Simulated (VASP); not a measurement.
Input of a VASP 6.6.1 run:

INCAR

```
SYSTEM = Hf2N
PREC = Accurate
ENCUT = 520
EDIFF = 1E-7
ISMEAR = 0
SIGMA = 0.1
LREAL = .False.
LASPH = .True.
NELM = 60
ALGO = Normal
ISIF = 2
LWAVE = .False.
LCHARG = .True.
GGA = PS
LELF = .True.
LVHAR = .True.
NBANDS = 34
```

File KPOINTS:

```
regular mesh
0
Gamma
  8 8 12
  0 0 0
```

POSCAR

```
Hf2N
1.0
    5.3131240200      0.0000000000      0.0000000000
    0.0000000000      5.3131240200      0.0000000000
    0.0000000000      0.0000000000      3.2420983900
Hf N
4 2
Direct
    0.2955363700      0.2955363700      0.0000000000
    0.7044636300      0.7044636300      0.0000000000
    0.7955363700      0.2044636300      0.5000000000
    0.2044636300      0.7955363700      0.5000000000
    0.0000000000      0.0000000000      0.0000000000
    0.5000000000      0.5000000000      0.5000000000
```

Potentials or basis: VASP PAW PBE potentials, release 64 (Hf_pv, N).

Command:

```console
$ cat potpaw_PBE.64/Hf_pv/POTCAR potpaw_PBE.64/N/POTCAR > POTCAR
$ mpirun -np 1 vasp_std > vasp.out
```

Task: What does it give for the band gap on the k mesh?

Result: Zero (bands 25 and 26 overlap by 2.66 eV).

Task: Predict the pressure.

Result: -3.3 GPa.

Task: What does it give for the largest force?

Result: 0.012 eV/Å.

Stress tensor (GPa, compression positive):
```
-3.06  0.00  0.00
 0.00 -3.06  0.00
 0.00  0.00 -3.69
```

Caveat: the cell stands under tension; the PAW data sets were made with another functional, which shifts forces and pressure a little; spin-orbit coupling is left out, which moves the levels of the heavy elements.
